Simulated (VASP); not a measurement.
Input of a VASP 6.6.1 run:

INCAR

```
SYSTEM = Al2Cu
PREC = Accurate
ENCUT = 520
EDIFF = 1E-6
ISMEAR = 0
SIGMA = 0.15
LREAL = .FALSE.
LASPH = .TRUE.
NELM = 100
ALGO = Fast
ISIF = 2
LWAVE = .FALSE.
LCHARG = .FALSE.
GGA = PS
NBANDS = 26
```

Contents of KPOINTS:

```
Automatic mesh
0
G
  10 10 10
  0 0 0
```

Contents of POSCAR:

```
Al2Cu
1.0
   -2.8467000000      2.8467000000      2.4138103907
    2.8467000000     -2.8467000000      2.4138103907
    2.8467000000      2.8467000000     -2.4138103907
Al Cu
4 2
Direct
    0.1593210787      0.6593210787      0.8186421574
    0.6593210787      0.8406789213      0.5000000000
    0.8406789213      0.3406789213      0.1813578426
    0.3406789213      0.1593210787      0.5000000000
    0.7500000000      0.7500000000      0.0000000000
    0.2500000000      0.2500000000      0.0000000000
```

Potentials or basis: VASP PAW PBE potentials, release 64 (Al, Cu).

Run with:

```bash
$ cat potpaw_PBE.64/Al/POTCAR potpaw_PBE.64/Cu/POTCAR > POTCAR
$ mpirun -np 1 vasp_std > vasp.out
```

Task: Estimate the pressure.

Result: 14.4 GPa.

Task: Estimate the band gap on the k mesh.

Result: Zero (bands 17 and 18 overlap by 4.19 eV).

Task: What does it give for the largest force?

Result: 0.122 eV/Å.

Forces in eV/Å, atoms in the order of the input:
```
Al   0.087  0.087  0.000
Al  -0.087  0.087  0.000
Al  -0.087 -0.087  0.000
Al   0.087 -0.087  0.000
Cu   0.000  0.000  0.000
Cu   0.000  0.000  0.000
```

Caveat: the cell stands under pressure; the PAW data sets were made with another functional, which shifts forces and pressure a little.
